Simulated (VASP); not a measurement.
Here is a VASP 6.6.1 calculation.

Contents of INCAR:

```
SYSTEM = Te2Mo
PREC = Accurate ; ENCUT = 520
EDIFF = 1E-6 ; ISMEAR = -1
SIGMA = 0.05 ; LREAL = .FALSE.
LASPH = .TRUE. ; NELM = 60
ALGO = Normal ; ISIF = 2
LWAVE = .FALSE. ; LCHARG = .TRUE.
GGA = PE ; LELF = .TRUE.
LVHAR = .TRUE. ; NBANDS = 35
```

KPOINTS

```
regular mesh
0
G
  8 8 2
  0 0 0
```

File POSCAR:

```
Te2Mo
1.0
    3.6096224254      0.0000000000      0.0000000000
   -1.8048112127      3.1260251539      0.0000000000
    0.0000000000      0.0000000000     14.3367119331
Te Mo
4 2
Direct
    0.3333333333      0.6666666667      0.6210000000
    0.6666666667      0.3333333333      0.1210000000
    0.3333333333      0.6666666667      0.8790000000
    0.6666666667      0.3333333333      0.3790000000
    0.3333333333      0.6666666667      0.2500000000
    0.6666666667      0.3333333333      0.7500000000
```

Potentials or basis: VASP PAW PBE potentials, release 64 (Te, Mo_sv).

Command:

```bash
$ cat potpaw_PBE.64/Te/POTCAR potpaw_PBE.64/Mo_sv/POTCAR > POTCAR
$ mpirun -np 1 vasp_std > vasp.out
```

**Question.** Estimate the band gap on the k mesh.

**Answer.** 0.81 eV (least direct gap 1.09 eV).

**Question.** Predict the pressure.

**Answer.** -4.0 GPa.

Forces in eV/Å, atoms in the order of the input:
```
Te   0.000  0.000  0.770
Te   0.000  0.000  0.770
Te   0.000  0.000 -0.770
Te   0.000  0.000 -0.770
Mo   0.000  0.000  0.000
Mo   0.000  0.000  0.000
```

Caveat: the cell stands under tension; spin-orbit coupling is left out, which moves the levels of the heavy elements; this functional lacks dispersion, which binds layers or chains, so the pressure and a relaxed spacing across them are unreliable. A k mesh can miss the band edges.
